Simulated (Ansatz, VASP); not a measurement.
**Zr2Pd2Se: VASP beside Ansatz**

```
Zr Pd Se
1.0
     4.95897    0.00000    0.00000
    -2.47949    4.29460    0.00000
     0.00000    0.00000    5.13802
Zr Pd Se
2 2 1
Direct
  0.33333 0.66667 0.50000
  0.66667 0.33333 0.50000
  0.33333 0.66667 0.00000
  0.66667 0.33333 0.00000
  0.00000 0.00000 0.50000
```

Alike in both runs: functional PBE; k mesh 12 × 12 × 8; occupations gaussian, width 0.1 eV; no spin polarisation.

Ansatz relaxed the structure, and its values are those at the end. VASP's run is a single point on that final structure, the one shown.

|  | VASP | Ansatz |
| --- | --- | --- |
| version | VASP 6.6.1 | Ansatz 0.2.0 |
| potentials or method | VASP PAW PBE potentials, release 64 (Zr_sv, Pd, Se), cutoff 520 eV | scalar-relativistic, plane waves, PAW |
| valence electrons in the cell | 50 | 76 |

Ansatz gave:

* gap on the k mesh at the Fermi level (eV): none
* pressure (GPa): 0.0

Task: Estimate VASP's values.

Result: gap on the k mesh at the Fermi level (eV): none; pressure (GPa): 0.1.

A gap of «none» marks a metal or a gap that the smearing closes. The functional is the same, so the differences come from potentials, cutoffs and numerics. VASP's potentials hold 50 valence electrons a cell and Ansatz's 76, so a difference there can come from the potentials and not from the codes.
